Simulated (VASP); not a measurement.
Co: single point with PBE

The system is Co.

```
Co
1.0
     2.48736    0.00000    0.00000
    -1.24368    2.15412    0.00000
     0.00000    0.00000    4.06329
Co
2
Direct
  0.33333 0.66667 0.74014
  0.66667 0.33333 0.25986
```

| Property | Result |
| --- | --- |
| Program | VASP 6.6.1 |
| Task | single point |
| Functional | PBE |
| Potentials or basis | VASP PAW PBE potentials, release 64 (Co) |
| Cutoff | 520 eV |
| k mesh | 12 × 12 × 7 |
| Occupations | fermi-dirac, width 0.05 eV |
| Spin | collinear spin, antiferromagnetic start |
| Starting moments | [2.0, -2.0] μB |

The pressure is -6.5 GPa, the largest force is 0.602 eV/Å and the band gap on the k mesh is zero (filled and empty bands overlap). The net moment is 0.00 μB per cell and the site moments are Co +0.96, -0.96 μB. The valence electrons inside the program's atomic spheres are Co 8.27.

Forces in eV/Å, atoms in the order of the input:
```
Co   0.000  0.000  0.602
Co   0.000  0.000 -0.602
```

Stress tensor (GPa, compression positive):
```
-6.53  0.00  0.00
 0.00 -6.53  0.00
 0.00  0.00 -6.38
```

Levels at points of the mesh, in eV from the Fermi level:
Spin up:
```
           k point  band 5  band 6  band 7  band 8  band 9  band 10  band 11  band 12  band 13  band 14
(0.00, 0.00, 0.00)   -1.91   -1.38   -1.38   -1.05   -1.05    -0.19     0.24     0.24     6.61    21.95
(0.50, 0.00, 0.00)   -2.09   -1.77   -1.40   -0.24    0.36     0.86     1.81     3.81     9.62    10.62
```
Spin down:
```csv
k point,band 7,band 8,band 9,band 10,band 11,band 12
"(0.00, 0.00, 0.00)",-1.38,-1.05,-1.05,-0.19,0.24,0.24
"(0.50, 0.00, 0.00)",-1.40,-0.24,0.36,0.86,1.81,3.81
```

It took 3.5 min on 1 thread of AMD EPYC 7571 (shared host), peak memory 0.15 GiB.
